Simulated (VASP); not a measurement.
Here is a VASP 6.6.1 calculation.

INCAR

```
SYSTEM = Hf2MnS3
ALGO     = All            ! electronic algorithm
EDIFF    = 1E-6           ! SCF threshold, eV
ENCUT    = 540            ! plane-wave cutoff, eV
GGA      = PE             ! functional
GGA_COMPAT= .False.      
ISEARCH  = 1            
ISIF     = 2              ! what is computed and relaxed
ISMEAR   = 0              ! smearing method
ISPIN    = 2              ! spin polarisation
KPAR     = 4            
LASPH    = .True.         ! aspherical terms in the spheres
LCHARG   = .False.        ! write CHGCAR
LMAXMIX  = 4              ! l up to which the mixer works
LORBIT   = 11             ! projections on sites
LREAL    = .False.        ! projectors in reciprocal space
LWAVE    = .False.        ! write WAVECAR
MAGMOM   = 0 0 4 0 0 0    ! initial moments
NBANDS   = 38             ! bands
NELM     = 300            ! most SCF steps
PREC     = Accurate       ! precision mode
SIGMA    = 0.2            ! smearing width, eV
```

Contents of KPOINTS:

```
k-points
0
Gamma
  3 3 5
  0 0 0
```

File POSCAR:

```
Hf2MnS3
1.0
    6.5015243615     -0.0000000030      0.0000000000
   -3.2507621781      5.6304852619      0.0000000000
    0.0000000000      0.0000000000      3.4377707866
Hf Mn S
2 1 3
Direct
    0.6666666667      0.3333333333      0.0000000000
    0.3333333333      0.6666666667      0.0000000000
    0.0000000000      0.0000000000      0.0000000000
    0.5000000000      0.5000000000      0.5000000000
    0.5000000000      0.0000000000      0.5000000000
    0.0000000000      0.5000000000      0.5000000000
```

Potentials or basis: VASP PAW PBE potentials, release 64 (Hf_pv, Mn_pv, S).

Command:

```console
$ cat potpaw_PBE.64/Hf_pv/POTCAR potpaw_PBE.64/Mn_pv/POTCAR potpaw_PBE.64/S/POTCAR > POTCAR
$ mpirun -np 4 vasp_std > vasp.out
```

(1) Estimate the site moments.

(2) What does it give for the net moment?

Answers

(1) Hf -0.11; Mn +4.31; S +0.03 μB.

(2) 4.53 μB per cell.

Caveat: the k points lie up to 0.37 Å⁻¹ apart; a cell with one magnetic atom can't hold antiferromagnetic order, which such compounds often take.
